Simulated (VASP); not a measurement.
Input of a VASP 6.6.1 run:

File INCAR:

```
  ALGO = Normal
  EDIFF = 1E-6
  ENCUT = 520
  GGA = PE
  ISIF = 2
  ISMEAR = 0
  LASPH = T
  LCHARG = T
  LELF = T
  LREAL = F
  LVHAR = T
  LWAVE = F
  NBANDS = 16
  NELM = 100
  PREC = Accurate
  SIGMA = 0.02
```

Contents of KPOINTS:

```
k-points
0
Gamma
  9 9 4
```

POSCAR

```
NaLa
1.0
    3.6999612433      0.0000000000      0.0000000000
   -1.8499806216      3.2042604297      0.0000000000
    0.0000000000      0.0000000000      6.6522667581
La Na
1 1
Direct
    0.3333333333      0.6666666667      0.5000000000
    0.0000000000      0.0000000000      0.0000000000
```

Potentials or basis: VASP PAW PBE potentials, release 64 (La, Na_pv).

Launch:

```console
$ cat potpaw_PBE.64/La/POTCAR potpaw_PBE.64/Na_pv/POTCAR > POTCAR
$ mpirun -np 1 vasp_std > vasp.out
```

Question: Predict the band gap on the k mesh.

Answer: Zero (bands 9 and 10 overlap by 0.55 eV).

Question: Estimate the pressure.

Answer: -1.2 GPa.

Stress tensor (GPa, compression positive):
```
-1.28  0.00  0.00
 0.00 -1.28  0.00
 0.00  0.00 -1.01
```

Caveat: spin-orbit coupling is left out, which moves the levels of the heavy elements.
